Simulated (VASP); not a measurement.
Write the native input for VASP 6.6.1 that does the following.

```yaml
Task: single point
Functional: PBE
Potentials_or_basis: VASP PAW PBE potentials, release 64 (Zn, S)
Cutoff: 520 eV
k_mesh: 12 × 12 × 12
Occupations: gaussian, width 0.05 eV
Spin: no spin polarisation
Dipole_correction: no
Further_INCAR_settings: ALGO = Normal; EDIFF = 1e-06; NBANDS = 16
```

The structure of ZnS lies in POSCAR:

```
ZnS
1.0
    0.0000000000      2.7398248659      2.7398248659
    2.7398248659      0.0000000000      2.7398248659
    2.7398248659      2.7398248659      0.0000000000
Zn S
1 1
Direct
    0.0000000000      0.0000000000      0.0000000000
    0.7500000000      0.7500000000      0.7500000000
```

This cell differs from its parent crystal: volume scaled by 1.020.

The input as run:

INCAR

```
SYSTEM = ZnS
PREC = Accurate
ENCUT = 520
EDIFF = 1E-6
ISMEAR = 0
SIGMA = 0.05
LREAL = .False.
LASPH = .True.
NELM = 80
ALGO = Normal
ISIF = 2
LWAVE = .False.
LCHARG = .False.
GGA = PE
NBANDS = 16
```

KPOINTS

```
regular mesh
0
Gamma
  12 12 12
  0 0 0
```

Potentials or basis: VASP PAW PBE potentials, release 64 (Zn, S).

Launch:

```console
$ cat potpaw_PBE.64/Zn/POTCAR potpaw_PBE.64/S/POTCAR > POTCAR
$ mpirun -np 1 vasp_std > vasp.out
```

Results of the run:

```
Pressure               : -1.2 GPa
Band gap on the k mesh : 1.93 eV, direct
```

Wall time 96 s on 1 thread of AMD EPYC 7R13, on a shared host, peak memory 0.17 GiB.
